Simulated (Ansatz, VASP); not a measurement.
**InP: VASP beside Ansatz**

```xyz
2
Lattice="0.0000 2.9305 2.9305 2.9305 0.0000 2.9305 2.9305 2.9305 0.0000" Properties=species:S:1:pos:R:3 pbc="T T T"
In    0.0000    0.0000    0.0000
P     4.3957    4.3957    4.3957
```

Alike in both runs: task relaxation of cell and atoms; functional PBEsol; k mesh 6 × 6 × 6; occupations fermi-dirac, width 0.05 eV; non-collinear spin, spin-orbit coupling.

```csv
,VASP,Ansatz
version,VASP 6.6.1,Ansatz 0.2.0
potentials or method,"VASP PAW PBE potentials, release 64 (In_d, P), cutoff 600 eV","all-electron LAPW, relativistic spinors"
```

Ansatz gave:

| Item | Value |
| --- | --- |
| net moment per atom (μB) | 0.00 |
| relaxed volume (Å³/atom) | 25.36 |
| relaxed cell length with the largest relative difference (Å) | 4.155 |

Task: What did VASP give for the same quantities?

Result: net moment per atom (μB): 0.00; relaxed volume (Å³/atom): 25.38; relaxed cell length with the largest relative difference (Å): 4.156.

VASP's potentials were made for PBE, not for PBEsol. Ansatz ran all-electron here, and VASP with PAW potentials.
